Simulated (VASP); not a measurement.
Here is a VASP 6.6.1 calculation.

Contents of POSCAR:

```
Re
1.0
    4.4685932136      0.0000000000      0.0000000000
   -2.2342966068      3.8699152421      0.0000000000
    0.0000000000      0.0000000000      2.7977472822
Re
3
Direct
    1.0000000000      1.0000000000      0.0000000000
    0.3333333333      0.6666666667      0.5000000000
    0.6666666667      0.3333333333      0.5000000000
```

File INCAR.step1:

```
  PREC = Accurate
  ENCUT = 520
  ISMEAR = -1
  SIGMA = 0.1
  LREAL = False
  LASPH = True
  NELM = 80
  NBANDS = 18
  GGA = PE
  ALGO = Normal
  EDIFF = 1E-4
  LWAVE = True
  LCHARG = False
```

The input INCAR.step2:

```
  PREC = Accurate
  ENCUT = 520
  EDIFF = 1E-6
  ISMEAR = -1
  SIGMA = 0.1
  LREAL = False
  LASPH = True
  NELM = 80
  ALGO = Normal
  ISIF = 2
  LWAVE = False
  LCHARG = False
  METAGGA = R2SCAN
  LMIXTAU = True
  NBANDS = 18
  ISTART = 1
```

KPOINTS

```
Automatic mesh
0
Gamma
  10 10 13
```

Potentials or basis: VASP PAW PBE potentials, release 64 (Re).

The run is started by

```sh
$ cat potpaw_PBE.64/Re/POTCAR > POTCAR
$ cp INCAR.step1 INCAR
$ mpirun -np 1 vasp_std > vasp.out
$ cp INCAR.step2 INCAR
$ mpirun -np 1 vasp_std > vasp.out
```

Predict the pressure.

-24.6 GPa.

Stress tensor (GPa, compression positive):
```
-25.42   0.00   0.00
  0.00 -25.42   0.00
  0.00   0.00 -22.97
```

Caveat: the PAW data sets were made with another functional, which shifts forces and pressure a little.
